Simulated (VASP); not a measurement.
# Si2Ni (Fm-3m) in VASP: settings compared

Si2Ni is run at these levels: r2SCAN, LDA; tasks: single point.

All numbers are computed with VASP 6.6.1; they aren't measurements. Logs are shortened: lines on timing, memory, paths and dates and some standing lists are left out, and cuts for length are marked.

## Step 1: The cell of the first run

Symmetry: Fm-3m, No. 225, cubic system. The conventional cell has a = 5.333 Å, b = 5.333 Å, c = 5.333 Å, α = 90.00°, β = 90.00°, γ = 90.00°. Within 3.1 Å of Ni (site symmetry m-3m) lie 8 Si at 2.31 Å. Within 3.1 Å of Si (site symmetry -43m) lie 4 Ni at 2.31 Å and 6 Si at 2.67 Å.

## Step 2: Single point, r2SCAN, collinear spin, ferromagnetic start

POSCAR reads:

```
Si2Ni
1.0
    0.0000000000      2.6664684948      2.6664684948
    2.6664684948      0.0000000000      2.6664684948
    2.6664684948      2.6664684948      0.0000000000
Ni Si
1 2
Direct
    0.0000000000      0.0000000000      0.0000000000
    0.7500000000      0.7500000000      0.7500000000
    0.2500000000      0.2500000000      0.2500000000
```

INCAR.step1 reads:

```
PREC = Accurate
ENCUT = 520
ISMEAR = -1
SIGMA = 0.05
LREAL = False
LASPH = True
NELM = 150
ISPIN = 2
MAGMOM = 1 0 0
LMAXMIX = 4
NBANDS = 20
GGA = PE
ALGO = Normal
EDIFF = 1E-4
LWAVE = True
LCHARG = False
```

INCAR.step2 reads:

```
PREC = Accurate
ENCUT = 520
EDIFF = 1E-6
ISMEAR = -1
SIGMA = 0.05
LREAL = False
LASPH = True
NELM = 150
ALGO = Normal
ISIF = 2
LWAVE = False
LCHARG = True
ISPIN = 2
MAGMOM = 1 0 0
LORBIT = 11
LMAXMIX = 4
METAGGA = R2SCAN
LMIXTAU = True
LELF = True
LVHAR = True
NBANDS = 20
ISTART = 1
```

KPOINTS reads:

```
regular mesh
0
Gamma
  9 9 9
```

Potentials or basis: VASP PAW PBE potentials, release 64 (Ni, Si).

On the command line:

```bash
cat potpaw_PBE.64/Ni/POTCAR potpaw_PBE.64/Si/POTCAR > POTCAR
cp INCAR.step1 INCAR
mpirun -np 1 vasp_std > vasp.out
cp INCAR.step2 INCAR
mpirun -np 1 vasp_std > vasp.out
```

OUTCAR:

```text
PREC = Accurate
   ENCUT = 520
   EDIFF = 1E-6
   ISMEAR = -1
   LREAL = False
   LASPH = True
   NELM = 150
   ISIF = 2
   ISPIN = 2
   LORBIT = 11
   METAGGA = R2SCAN
   ISTART = 1

 ion  position               nearest neighbor table
   1  0.000  0.000  0.000-   2 2.31   2 2.31   2 2.31   2 2.31   3 2.31   3 2.31   3 2.31   3 2.31

   2  0.750  0.750  0.750-   1 2.31   1 2.31   1 2.31   1 2.31   3 2.67   3 2.67   3 2.67   3 2.67
                             3 2.67   3 2.67
   3  0.250  0.250  0.250-   1 2.31   1 2.31   1 2.31   1 2.31   2 2.67   2 2.67   2 2.67   2 2.67
                             2 2.67   2 2.67

  LATTYP: Found a face centered cubic cell.
 ALAT       =     5.3329369896

  Lattice vectors:

 A1 = (   0.0000000000,   2.6664684948,   2.6664684948)
 A2 = (   2.6664684948,   0.0000000000,   2.6664684948)
 A3 = (   2.6664684948,   2.6664684948,   0.0000000000)

Analysis of symmetry for initial positions (statically):
=====================================================================
 Subroutine PRICEL returns:
 Original cell was already a primitive cell.

 Routine SETGRP: Setting up the symmetry group for a
 face centered cubic supercell.

 Subroutine GETGRP returns: Found 48 space group operations
 (whereof 48 operations were pure point group operations)
 out of a pool of 48 trial point group operations.

The static configuration has the point symmetry O_h .

Analysis of symmetry for dynamics (positions and initial velocities):
=====================================================================
 Subroutine PRICEL returns:
 Original cell was already a primitive cell.

 Routine SETGRP: Setting up the symmetry group for a
 face centered cubic supercell.

 Subroutine GETGRP returns: Found 48 space group operations
 (whereof 48 operations were pure point group operations)
 out of a pool of 48 trial point group operations.

The dynamic configuration has the point symmetry O_h .

Analysis of structural, dynamic, and magnetic symmetry:
=====================================================================
 Subroutine PRICEL returns:
 Original cell was already a primitive cell.

 Routine SETGRP: Setting up the symmetry group for a
 face centered cubic supercell.

 Subroutine GETGRP returns: Found 48 space group operations
 (whereof 48 operations were pure point group operations)
 out of a pool of 48 trial point group operations.

The overall configuration has the point symmetry O_h .

 Subroutine INISYM returns: Found 48 space group operations
 (whereof 48 operations are pure point group operations),
 and found     1 'primitive' translations

----------------------------------------------------------------------------------------

                                     Primitive cell
[... 122 lines left out ...]
   LEPSILON=     F    determine dielectric tensor
   LRPA    =     F    only Hartree local field effects (RPA)
 spin polarized calculation
  energy-cutoff  :      520.00
  volume of cell :       37.92
 maximum number of plane-waves:      1032
   NGX = 13   NGY = 13   NGZ = 13

 number of electron      17.9999990 magnetization       0.0000011

 number of electron      17.9999990 magnetization      -0.0000003

 Free energy of the ion-electron system (eV)
  ---------------------------------------------------
  ext. energy  EPLUGINS =         0.00000000
  ---------------------------------------------------
  free energy    TOTEN  =       -30.51475938 eV

  energy without entropy =      -30.50577684  energy(sigma->0) =      -30.51026811

 E-fermi :  11.1170     XC(G=0): -12.5747

 val. band max:       11.0283964301   @ k =   0.2222   0.0000   0.0000
 cond. band min:      11.1431677168   @ k =  -0.2222   0.1111   0.0000
 fundamental gap:      0.1147712866
 Fermi energy:        11.1170066450

 spin component 1

 k-point     1 :       0.0000    0.0000    0.0000
  band No.  band energies     occupation
      1      -3.9503      1.00000
      2       5.2851      1.00000
      3       5.2852      1.00000
      4       5.2852      1.00000
      5       7.0758      1.00000
      6       7.0758      1.00000
[... 541 lines left out ...]
     19      25.7673      0.00000
     20      26.1191      0.00000

 [... further k-points ...]

 spin component 2

 k-point     1 :       0.0000    0.0000    0.0000
  band No.  band energies     occupation
      1      -3.9503      1.00000
      2       5.2851      1.00000
      3       5.2852      1.00000
      4       5.2852      1.00000
      5       7.0758      1.00000
      6       7.0758      1.00000
[... 541 lines left out ...]
     19      25.7673      0.00000
     20      26.1191      0.00000

 [... further k-points ...]

------------------------ aborting loop because EDIFF is reached ----------------------------------------

  FORCE on cell =-STRESS in cart. coord.  units (eV):
  Direction    XX          YY          ZZ          XY          YZ          ZX
  --------------------------------------------------------------------------------------
  -------------------------------------------------------------------------------------
  Total        1.1543742      1.1543742      1.1543742      0.0000000      0.0000000      0.0000000
  in kB       48.7773062     48.7773062     48.7773062      0.0000000      0.0000000      0.0000000
  external PRESSURE =      48.7773062 kB  Pullay stress =       0.0000000 kB

 VOLUME and BASIS-vectors are now :
 -----------------------------------------------------------------------------
  energy-cutoff  :      520.00
  volume of cell :       37.92
      direct lattice vectors                 reciprocal lattice vectors
     0.000000000  2.666468495  2.666468495    -0.187513935  0.187513935  0.187513935
     2.666468495  0.000000000  2.666468495     0.187513935 -0.187513935  0.187513935
     2.666468495  2.666468495  0.000000000     0.187513935  0.187513935 -0.187513935

 POSITION                                       TOTAL-FORCE (eV/Angst)
 -----------------------------------------------------------------------------------
      0.00000      0.00000      0.00000        -0.000000     -0.000000     -0.000000
      3.99970      3.99970      3.99970         0.000000      0.000000      0.000000
      1.33323      1.33323      1.33323        -0.000000      0.000000     -0.000000
 -----------------------------------------------------------------------------------
    total drift:                               -0.000000     -0.000000      0.000000

  FREE ENERGIE OF THE ION-ELECTRON SYSTEM (eV)
  ---------------------------------------------------
  free  energy   TOTEN  =       -30.5147593846 eV

  energy  without entropy=      -30.5057768437  energy(sigma->0) =      -30.51026811

 total charge

# of ion       s       p       d       tot
------------------------------------------
    1        0.598   0.912   8.476   9.986
    2        0.719   0.890   0.000   1.609
    3        0.719   0.890   0.000   1.609
--------------------------------------------------
tot          2.037   2.692   8.476  13.204

 magnetization (x)

# of ion       s       p       d       tot
------------------------------------------
    1        0.000   0.000  -0.000   0.000
    2       -0.000   0.000   0.000   0.000
    3       -0.000   0.000   0.000   0.000
--------------------------------------------------
tot          0.000   0.000  -0.000   0.000
```

OUTCAR.step1:

```text
PREC = Accurate
   ENCUT = 520
   ISMEAR = -1
   LREAL = False
   LASPH = True
   NELM = 150
[... 1352 lines left out ...]
      0.00000      0.00000      0.00000         0.000000     -0.000000     -0.000000
      3.99970      3.99970      3.99970        -0.000000     -0.000000      0.000000
      1.33323      1.33323      1.33323         0.000000      0.000000     -0.000000
 -----------------------------------------------------------------------------------
    total drift:                               -0.000000     -0.000000      0.000000

  FREE ENERGIE OF THE ION-ELECTRON SYSTEM (eV)
  ---------------------------------------------------
  free  energy   TOTEN  =       -17.2935081618 eV

  energy  without entropy=      -17.2842262747  energy(sigma->0) =      -17.28886722
```

OSZICAR.step1:

```text
N       E                     dE             d eps       ncg     rms          rms(c)
DAV:   1     0.744061115764E+02    0.74406E+02   -0.71847E+03  2856   0.906E+02
DAV:   2    -0.141886329422E+02   -0.88595E+02   -0.78976E+02  2960   0.202E+02
DAV:   3    -0.191829642574E+02   -0.49943E+01   -0.48705E+01  3368   0.494E+01
DAV:   4    -0.192599261720E+02   -0.76962E-01   -0.76808E-01  3232   0.554E+00
DAV:   5    -0.192615211169E+02   -0.15949E-02   -0.15948E-02  3348   0.868E-01    0.175E+01
DAV:   6    -0.236701030938E+02   -0.44086E+01   -0.28846E+01  3140   0.118E+02    0.237E+01
DAV:   7    -0.174034937538E+02    0.62666E+01   -0.90459E+00  3532   0.732E+01    0.342E+00
DAV:   8    -0.173426427766E+02    0.60851E-01   -0.98261E-01  3788   0.144E+01    0.276E+00
DAV:   9    -0.172963140209E+02    0.46329E-01   -0.20496E-01  3352   0.790E+00    0.682E-01
DAV:  10    -0.172933245272E+02    0.29895E-02   -0.99073E-03  3820   0.179E+00    0.281E-01
DAV:  11    -0.172934837780E+02   -0.15925E-03   -0.12635E-03  3860   0.363E-01    0.120E-01
DAV:  12    -0.172935081618E+02   -0.24384E-04   -0.85151E-05  2416   0.148E-01
   1 F= -.17293508E+02 E0= -.17288867E+02  d E =-.928189E-02  mag=     0.0003
```

Run time: 2.6 min. Hardware: 1 thread of Intel Xeon Platinum 8488C (Sapphire Rapids), shared host; peak memory 0.2 GiB.

Results:

| Quantity | Value |
| --- | --- |
| Free energy | -30.5148 eV |
| Pressure | 4.9 GPa |
| Band gap on the k mesh | zero (filled and empty bands overlap) |
| Net moment | 0.00 μB per cell |
| Valence electrons inside the program's atomic spheres | Ni 9.99; Si 1.61 |

Caveat: the PAW data sets were made with another functional, which shifts forces and pressure a little.

(Part 1 of 2 ends here.)
